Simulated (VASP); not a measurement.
Crystal: NdHf.

```
Nd Hf
1.0
    -2.14821    2.14821    3.04803
     2.14821   -2.14821    3.04803
     2.14821    2.14821   -3.04803
Nd Hf
1 1
Direct
  0.50000 0.50000 0.00000
  0.00000 0.00000 0.00000
```

The cell was generated, and may not be a known phase.

```yaml
Program: VASP 6.6.1
Task: relaxation of cell and atoms
Functional: PBE
Potentials_or_basis: VASP PAW PBE potentials, release 64 (Nd_3, Hf_pv), 4f in core
Cutoff: 500 eV
k_mesh: 6 × 6 × 6
Occupations: gaussian, width 0.2 eV
Spin: no spin polarisation
```

At the start: pressure 3.8 GPa; volume 28.13 Å³/atom.

Q: Where does the relaxation end?

A: Over 3 steps the energy falls by 25.1 meV/atom and the volume is 30.38 Å³/atom (+8.0 %); space group Fm-3m (No. 225, to 0.1 Å) before and after.

The path:
| step | energy change (eV) | largest force (eV/Å) | pressure (GPa) | volume (Å³) |
| --- | --- | --- | --- | --- |
| 1 | 0.0000 | 0.0000 | 3.77 | 56.26 |
| 2 | -0.0479 | 0.0000 | -0.72 | 61.82 |
| 3 | -0.0503 | 0.0000 | 0.01 | 60.76 |

Final structure:
```
CELL_PARAMETERS angstrom
-2.20562 2.20562 3.12240
2.20562 -2.20562 3.12240
2.20562 2.20562 -3.12240
ATOMIC_POSITIONS crystal
Nd 0.50000 0.50000 0.00000
Hf 0.00000 0.00000 0.00000
```
